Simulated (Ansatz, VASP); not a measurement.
Two plane-wave programs on Ga4Ge

```
Ga Ge
1.0
    -3.10188    3.10188    3.10188
     3.10188   -3.10188    3.10188
     3.10188    3.10188   -3.10188
Ga Ge
4 1
Direct
  0.34960 0.34960 0.34960
  0.65040 0.00000 0.00000
  0.00000 0.00000 0.65040
  0.00000 0.65040 0.00000
  0.00000 0.00000 0.00000
```

Alike in both runs: task single point; functional r2SCAN; k mesh 4 × 4 × 4; no spin polarisation.

```csv
,VASP,Ansatz
version,VASP 6.6.1,Ansatz 0.2.0
potentials or method,"VASP PAW PBE potentials, release 64 (Ga_d, Ge_d), cutoff 520 eV",PAW plane waves
occupations,"fermi-dirac, width 0.1 eV",fermi-dirac
valence electrons in the cell,66,66
```

Ansatz gave:

| Quantity | Value |
| --- | --- |
| gap on the k mesh at the Fermi level (eV) | none |
| rms of the force components (eV/Å) | 6.921 |

Q: Estimate VASP's values.

A: gap on the k mesh at the Fermi level (eV): none; rms of the force components (eV/Å): 7.432.

VASP's potentials were made for PBE, not for r2SCAN. Atom by atom the forces differ by 0.511 eV/Å (rms over components). A gap of «none» marks a metal or a gap that the smearing closes.
